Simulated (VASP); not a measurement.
Input of a VASP 6.6.1 run:

Contents of INCAR:

```
SYSTEM = AlN
PREC = Accurate
ENCUT = 520
EDIFF = 1E-7
ISMEAR = 0
SIGMA = 0.05
LREAL = .False.
LASPH = .True.
NELM = 60
ALGO = Normal
ISIF = 2
LWAVE = .False.
LCHARG = .False.
GGA = PE
NBANDS = 26
```

KPOINTS

```
regular mesh
0
Gamma
  6 6 6
  0 0 0
```

Contents of POSCAR:

```
AlN
1.0
    4.5262047796     -0.0114536687     -0.1573443012
    0.0114536687     -4.1894592586     -0.0373288151
    0.1573443012     -0.0373288151     -4.3526812149
Al N
4 4
Direct
    0.4958791877      0.4916523523      1.0005195462
    0.0079179881     -0.0003424315      0.9951605398
    0.0058195461      0.4947030668      0.4996668359
    0.5001978247      0.0007120647      0.5077351141
    0.7504236959      0.7588421980      0.7436186243
    0.2670867716      0.2562300675      0.7711397820
    0.2376044915      0.7455124762      0.2368210091
    0.7350704945      0.2526902059      0.2453385487
```

Potentials or basis: VASP PAW PBE potentials, release 64 (Al, N).

Run with:

```sh
$ cat potpaw_PBE.64/Al/POTCAR potpaw_PBE.64/N/POTCAR > POTCAR
$ mpirun -np 1 vasp_std > vasp.out
```

(1) Predict the largest force.

(2) What does it give for the pressure?

(3) Estimate the band gap on the k mesh.

## Answers

(1) 2.624 eV/Å.

(2) 8.7 GPa.

(3) 2.78 eV.

Caveat: the cell differs from its parent crystal (atoms moved at random and the cell strained at random); the cell stands under pressure; forces of over 1 eV/Å act on the atoms, so gaps and moduli don't describe the material at rest.
